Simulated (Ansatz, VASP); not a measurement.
**Two plane-wave programs on Si4GePt**

```xyz
6
Lattice="3.6055 0.0000 0.0000 -1.8027 3.1224 0.0000 0.0000 0.0000 8.8869" Properties=species:S:1:pos:R:3 pbc="T T T"
Si    0.0000    2.0816    5.9470
Si    0.0000    0.0000    7.4816
Si    0.0000    0.0000    1.4053
Si    0.0000    2.0816    2.9399
Ge    1.8027    1.0408    4.4434
Pt    1.8027    1.0408    0.0000
```

Change from the starting cell: species swapped into the TaWSe4 type (P-6m2, No. 187).

Alike in both runs: functional PBE; k mesh 12 × 12 × 4; occupations gaussian, width 0.1 eV; no spin polarisation.

Ansatz relaxed the structure, and its values are those at the end. VASP's run is a single point on that final structure, the one shown.

|  | VASP | Ansatz |
| --- | --- | --- |
| version | VASP 6.6.1 | Ansatz 0.2.0 |
| potentials or method | VASP PAW PBE potentials, release 64 (Si, Ge_d, Pt), cutoff 520 eV | scalar-relativistic, plane waves, PAW |
| valence electrons in the cell | 40 | 48 |

|  | VASP | Ansatz | Ansatz less VASP |
| --- | --- | --- | --- |
| gap on the k mesh at the Fermi level (eV) | none | none | - |
| pressure (GPa) | -0.1 | 0.0 | +0.06 |

A gap of «none» marks a metal or a gap that the smearing closes. VASP's potentials hold 40 valence electrons a cell and Ansatz's 48, so a difference there can come from the potentials and not from the codes.

Neither program's run includes spin-orbit coupling.
